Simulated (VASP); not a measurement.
# Sn (Im-3m) in VASP: a series of runs, part 2 of 2

VASP 6.6.1. Earlier steps stand in the parts before.

**3. Relaxation of cell and atoms, LDA, target pressure 27 GPa, at which the enthalpy is minimised**

Contents of INCAR:

```
PREC = Accurate
ENCUT = 600
EDIFF = 1E-6
ISMEAR = -1
SIGMA = 0.1
LREAL = F
LASPH = T
NELM = 60
ALGO = Normal
ISIF = 3
LWAVE = F
LCHARG = F
GGA = CA
IBRION = 2
NSW = 32
EDIFFG = -0.005
PSTRESS = 270.0
```

Contents of KPOINTS:

```
Automatic mesh
0
Gamma
  15 15 15
```

Contents of POSCAR:

```
Sn
1.0
   -1.7053998632      1.7053998632      1.7053998632
    1.7053998632     -1.7053998632      1.7053998632
    1.7053998632      1.7053998632     -1.7053998632
Sn
1
Direct
    0.0000000000      0.0000000000      0.0000000000
```

Potentials or basis: VASP PAW LDA potentials, release 64 (Sn_d).

On the command line:

```
$ cat potpaw_LDA.64/Sn_d/POTCAR > POTCAR
$ mpirun -np 1 vasp_std > vasp.out
```

OUTCAR:

```text
PREC = Accurate
   ENCUT = 600
   EDIFF = 1E-6
   ISMEAR = -1
   LREAL = F
   LASPH = T
   NELM = 60
   ISIF = 3
   GGA = CA
   IBRION = 2
   NSW = 32
   EDIFFG = -0.005
   PSTRESS = 270.0

 ion  position               nearest neighbor table
   1  0.000  0.000  0.000-

  LATTYP: Found a body centered cubic cell.
 ALAT       =     3.4107997264

  Lattice vectors:

 A1 = (  -1.7053998632,   1.7053998632,   1.7053998632)
 A2 = (   1.7053998632,  -1.7053998632,   1.7053998632)
 A3 = (   1.7053998632,   1.7053998632,  -1.7053998632)

Analysis of symmetry for initial positions (statically):
=====================================================================
 Subroutine PRICEL returns:
 Original cell was already a primitive cell.

 Routine SETGRP: Setting up the symmetry group for a
 body centered cubic supercell.

 Subroutine GETGRP returns: Found 48 space group operations
 (whereof 48 operations were pure point group operations)
 out of a pool of 48 trial point group operations.

The static configuration has the point symmetry O_h .

Analysis of symmetry for dynamics (positions and initial velocities):
=====================================================================
 Subroutine PRICEL returns:
 Original cell was already a primitive cell.

 Routine SETGRP: Setting up the symmetry group for a
 body centered cubic supercell.

 Subroutine GETGRP returns: Found 48 space group operations
 (whereof 48 operations were pure point group operations)
 out of a pool of 48 trial point group operations.

The dynamic configuration has the point symmetry O_h .

 Subroutine INISYM returns: Found 48 space group operations
 (whereof 48 operations are pure point group operations),
 and found     1 'primitive' translations

----------------------------------------------------------------------------------------

                                     Primitive cell

  volume of cell :      19.8399

  direct lattice vectors                    reciprocal lattice vectors
    -1.705399863  1.705399863  1.705399863     0.000000000  0.293186373  0.293186373
     1.705399863 -1.705399863  1.705399863     0.293186373  0.000000000  0.293186373
     1.705399863  1.705399863 -1.705399863     0.293186373  0.293186373  0.000000000

  length of vectors
     2.953839210  2.953839210  2.953839210     0.414628145  0.414628145  0.414628145

  position of ions in fractional coordinates (direct lattice)
     0.000000000  0.000000000  0.000000000

  ion indices of the primitive-cell ions
   primitive index   ion index
                 1           1

----------------------------------------------------------------------------------------

 KPOINTS: Automatic mesh

Automatic generation of k-mesh.
 Grid dimensions read from file:
 generate k-points for:   15   15   15

 Generating k-lattice:

  Cartesian coordinates                     Fractional coordinates (reciprocal lattice)
     0.000000000  0.019545758  0.019545758     0.066666667  0.000000000  0.000000000
[... 39 lines left out ...]
  0.400000  0.200000  0.000000     24.000000
 [... further k-points ...]
   k-points           NKPTS =    120   k-points in BZ     NKDIM =    120   number of bands    NBANDS=     11
   number of dos      NEDOS =    301   number of ions     NIONS =      1
   total plane-waves  NPLWV =  13824
   dimension x,y,z NGX =    24 NGY =   24 NGZ =   24
   dimension x,y,z NGXF=    48 NGYF=   48 NGZF=   48
   ions per type =               1
   NGX,Y,Z   is equivalent  to a cutoff of  13.51, 13.51, 13.51 a.u.
   NGXF,Y,Z  is equivalent  to a cutoff of  27.02, 27.02, 27.02 a.u.
 SYSTEM =  unknown system
   PREC   = accura    normal or accurate (medium, high low for compatibility)
   ISTART =      0    job   : 0-new  1-cont  2-samecut
   ICHARG =      2    charge: 1-file 2-atom 10-const
   ISPIN  =      1    spin polarized calculation?
   LNONCOLLINEAR =      F non collinear calculations
   LSORBIT =      F    spin-orbit coupling
   LASPH  =      T    aspherical Exc in radial PAW
   ENCUT  =  600.0 eV  44.10 Ry    6.64 a.u.   5.90  5.90  5.90*2*pi/ulx,y,z
   NELM   =     60;   NELMIN=  2; NELMDL= -5     # of ELM steps
   EDIFF  = 0.1E-05   stopping-criterion for ELM
   LREAL  =      F    real-space projection
   EDIFFG = -.5E-02   stopping-criterion for IOM
   NSW    =     32    number of steps for IOM
   IBRION =      2    ionic relax: 0-MD 1-quasi-New 2-CG
   NFREE  =      1    steps in history (QN), initial steepest desc. (CG)
   ISIF   =      3    stress and relaxation
   ISYM   =      2    0-nonsym 1-usesym 2-fastsym
   POTIM  = 0.5000    time-step for ionic-motion
   TEBEG  =    0.0;   TEEND  =   0.0 temperature during run
   PSTRESS=  270.0 pullay stress
   NELECT =      14.0000    total number of electrons
   NUPDOWN=      -1.0000    fix difference up-down
   EMIN   =  10.00;   EMAX   =-10.00  energy-range for DOS
   EFERMI =   0.00;   METHOD = LEGACY
   ISMEAR =    -1;   SIGMA  =   0.10  broadening in eV -4-tet -1-fermi 0-gaus
   EFERMI_NEDOS =   21; number of points for ismear=-14 and -15
   IALGO  =     38    algorithm
   IMIX   =      4    mixing-type and parameters
     AMIX     =   0.40;   BMIX     =  1.00
     AMIX_MAG =   1.60;   BMIX_MAG =  1.00
  volume/ion in A,a.u.               =      19.84       133.89
  Fermi-wavevector in a.u.,A,eV,Ry     =   1.457487  2.754251 28.902417  2.124268
  Thomas-Fermi vector in A             =   2.574283
   LORBIT       =      0    0 simple, 1 ext, 2 COOP (PROOUT), +10 PAW based schemes
   GGA     = CA    functional components
   LHFCALC =     F    Hartree Fock is set to
   AEXX    =    0.0000 exact exchange contribution
   IVDW    =     0    specifies the selected vdW correction
   LEPSILON=     F    determine dielectric tensor
   LRPA    =     F    only Hartree local field effects (RPA)
 conjugate gradient relaxation of ions
 non-spin polarized calculation
  energy-cutoff  :      600.00
  volume of cell :       19.84
 maximum number of plane-waves:       682
   NGX = 11   NGY = 11   NGZ = 11

--------------------------------------- Ionic step        1  -------------------------------------------

 number of electron      13.9999993 magnetization

 Free energy of the ion-electron system (eV)
  ---------------------------------------------------
  ext. energy  EPLUGINS =         0.00000000
  ---------------------------------------------------
  free energy    TOTEN  =        -4.07558261 eV

  energy without entropy =       -4.06256250  energy(sigma->0) =       -4.06907256

------------------------ aborting loop because EDIFF is reached ----------------------------------------

  FORCE on cell =-STRESS in cart. coord.  units (eV):
  Direction    XX          YY          ZZ          XY          YZ          ZX
  --------------------------------------------------------------------------------------
  -------------------------------------------------------------------------------------
  Total        3.3783583      3.3783583      3.3783583     -0.0000000      0.0000000     -0.0000000
  in kB      272.8208934    272.8208934    272.8208934     -0.0000000      0.0000000     -0.0000000
  external PRESSURE =       2.8208934 kB  Pullay stress =     270.0000000 kB
[... 61 lines left out ...]
--------------------------------------- Ionic step        3  -------------------------------------------

 number of electron      13.9999994 magnetization

 Free energy of the ion-electron system (eV)
  ---------------------------------------------------
  ext. energy  EPLUGINS =         0.00000000
  ---------------------------------------------------
  free energy    TOTEN  =        -4.08100191 eV

  energy without entropy =       -4.06797012  energy(sigma->0) =       -4.07448601

 E-fermi :  12.1973     XC(G=0): -12.1652

 val. band max:       12.0676096769   @ k =   0.2667   0.2000   0.0667
 cond. band min:      12.2030487105   @ k =  -0.3333   0.4667   0.1333
 fundamental gap:      0.1354390336
 Fermi energy:        12.1973397560

 k-point     1 :       0.0000    0.0000    0.0000
  band No.  band energies     occupation
      1      -9.5839      2.00000
      2      -9.5839      2.00000
      3      -9.5839      2.00000
      4      -9.2373      2.00000
      5      -9.2373      2.00000
      6      -1.5254      2.00000
      7      23.4623      0.00000
      8      23.4623      0.00000
      9      23.4623      0.00000
     10      24.9307      0.00000
     11      24.9307      0.00000
[... 309 lines left out ...]
 k-point    24 :       0.4000    0.2000    0.0000
  band No.  band energies     occupation
      1      -9.6608      2.00000
      2      -9.5042      2.00000
      3      -9.2924      2.00000
      4      -9.2553      2.00000
      5      -9.1134      2.00000
      6       6.0702      2.00000
      7       7.0104      2.00000
      8      12.2686      0.65821
      9      17.4501      0.00000
     10      23.9205      0.00000
     11      27.8318      0.00000

 [... further k-points ...]
[... 5 lines left out ...]
  --------------------------------------------------------------------------------------
  -------------------------------------------------------------------------------------
  Total        3.3443295      3.3443295      3.3443295      0.0000000      0.0000000      0.0000000
  in kB      269.6382624    269.6382624    269.6382624      0.0000000      0.0000000      0.0000000
  external PRESSURE =      -0.3617376 kB  Pullay stress =     270.0000000 kB
[... 20 lines left out ...]
  energy  without entropy=       -4.0679701174  energy(sigma->0) =       -4.07448601

  enthalpy is  TOTEN    =        -0.7321857597 eV   P V=        3.3488161484

 reached required accuracy - stopping structural energy minimisation
```

CONTCAR:

```text
Sn
   1.00000000000000
    -1.7063156630314944    1.7063156630314944    1.7063156630314944
     1.7063156630314944   -1.7063156630314944    1.7063156630314944
     1.7063156630314944    1.7063156630314944   -1.7063156630314944
  Sn
     1
Direct
     0.0000000000000000    0.0000000000000000    0.0000000000000000

  0.00000000E+00  0.00000000E+00  0.00000000E+00
```

Run time: 38 s. Hardware: 1 thread of Intel Xeon 8259CL, shared host; peak memory 0.16 GiB.

Results:

```yaml
Free_energy: -4.0810 eV
Relaxed_volume: 19.87 Å³/atom
Relaxed_cell: a = 2.955 Å, b = 2.955 Å, c = 2.955 Å, α = 109.47°, β = 109.47°, γ = 109.47°
Space_group_after_relaxing_to_0.1_Å: Im-3m (No. 229)
Energy_change_on_relaxing_the_run_minimises_the_enthalpy: -5.4 meV/atom
Ionic_steps: 3
Pressure_after_relaxing: 27.0 GPa
Band_gap_on_the_k_mesh: zero (bands 7 and 8 overlap by 14.78 eV)
```

The path:
```
step  energy change (eV)  largest force (eV/Å)  pressure (GPa)  volume (Å³)
   1              0.0000                0.0000           27.28        19.84
   2             -0.0168                0.0000           26.43        19.94
   3             -0.0054                0.0000           26.96        19.87
```

Final structure:
```xyz
1
Lattice="-1.7063 1.7063 1.7063 1.7063 -1.7063 1.7063 1.7063 1.7063 -1.7063" Properties=species:S:1:pos:R:3 pbc="T T T"
Sn    0.0000    0.0000    0.0000
```

Levels at points of the mesh, in eV from the Fermi level:
| k point | band 4 | band 5 | band 6 | band 7 | band 8 | band 9 | band 10 | band 11 |
| --- | --- | --- | --- | --- | --- | --- | --- | --- |
| (0.00, 0.00, 0.00) | -21.43 | -21.43 | -13.72 | 11.26 | 11.26 | 11.26 | 12.73 | 12.73 |

Caveat: the cell is relaxed towards a set pressure, so the run minimises the enthalpy, not the energy; spin-orbit coupling is left out, which moves the levels of the heavy elements.

**4. Relaxation of cell and atoms, LDA**

This run uses another cell than the first one, of 28.00 Å³/atom.

Contents of INCAR:

```
PREC = Accurate
ENCUT = 600
EDIFF = 1E-7
ISMEAR = -1
SIGMA = 0.1
LREAL = False
LASPH = True
NELM = 80
ALGO = Normal
ISIF = 3
LWAVE = False
LCHARG = False
GGA = CA
IBRION = 2
NSW = 60
EDIFFG = -0.005
```

KPOINTS is that of step 3.

Contents of POSCAR:

```
Sn
1.0
   -1.9129311828      1.9129311828      1.9129311828
    1.9129311828     -1.9129311828      1.9129311828
    1.9129311828      1.9129311828     -1.9129311828
Sn
1
Direct
    0.0000000000      0.0000000000      0.0000000000
```

On the command line:

```
$ cat potpaw_LDA.64/Sn_d/POTCAR > POTCAR
$ mpirun -np 1 vasp_std > vasp.out
```

Run time: 2 min. Hardware: 1 thread of Intel Xeon 8259CL, shared host; peak memory 0.18 GiB.

The run converged. Its results:

- Free energy: -4.4503 eV
- Relaxed volume: 25.45 Å³/atom
- Relaxed cell: a = 3.210 Å, b = 3.210 Å, c = 3.210 Å, α = 109.47°, β = 109.47°, γ = 109.47°
- Space group after relaxing (to 0.1 Å): Im-3m (No. 229)
- Energy gained by relaxing: 39.0 meV/atom
- Ionic steps: 3
- Pressure after relaxing: 0.0 GPa
- Band gap on the k mesh: zero (bands 7 and 8 overlap by 11.11 eV)

Step by step:
| step | energy change (eV) | largest force (eV/Å) | pressure (GPa) | volume (Å³) |
| --- | --- | --- | --- | --- |
| 1 | 0.0000 | 0.0000 | -4.51 | 28.00 |
| 2 | -0.0369 | 0.0000 | 1.31 | 24.92 |
| 3 | -0.0390 | 0.0000 | 0.00 | 25.45 |

Final structure:
```
Sn
1.0
    -1.85308    1.85308    1.85308
     1.85308   -1.85308    1.85308
     1.85308    1.85308   -1.85308
Sn
1
Direct
  0.00000 0.00000 0.00000
```

Levels at points of the mesh, in eV from the Fermi level:
```
           k point  band 3  band 4  band 5  band 6  band 7  band 8  band 9  band 10  band 11
(0.00, 0.00, 0.00)  -21.49  -21.32  -21.32  -11.58    8.47    8.47    8.47    12.36    12.36
```

Caveat: spin-orbit coupling is left out, which moves the levels of the heavy elements.

**5. Summary**

```csv
cell,gap on the mesh (eV),pressure (GPa)
"relaxed to 27 GPa from a = 2.953 Å, angles 109.5°, 1 atom",none,27.0
"relaxed to 27 GPa from a = 2.954 Å, angles 109.5°, 1 atom",none,27.0
"relaxed from a = 3.313 Å, angles 109.5°, 1 atom",none,0.0
```

Alike in all rows: task relaxation of cell and atoms; level LDA; potentials or basis VASP PAW LDA potentials, release 64 (Sn_d); no spin polarisation; k mesh 15 × 15 × 15; cutoff (eV) 600; smearing fermi-dirac 0.1 eV.

Caveats: spin-orbit coupling is left out, which moves the levels of the heavy elements; the cell is relaxed towards a set pressure, so the run minimises the enthalpy, not the energy (at least some runs).

Absolute energies hang on the potentials; compare differences alone.

The gap in the log of VASP goes by the Fermi energy; the results here count the filled bands.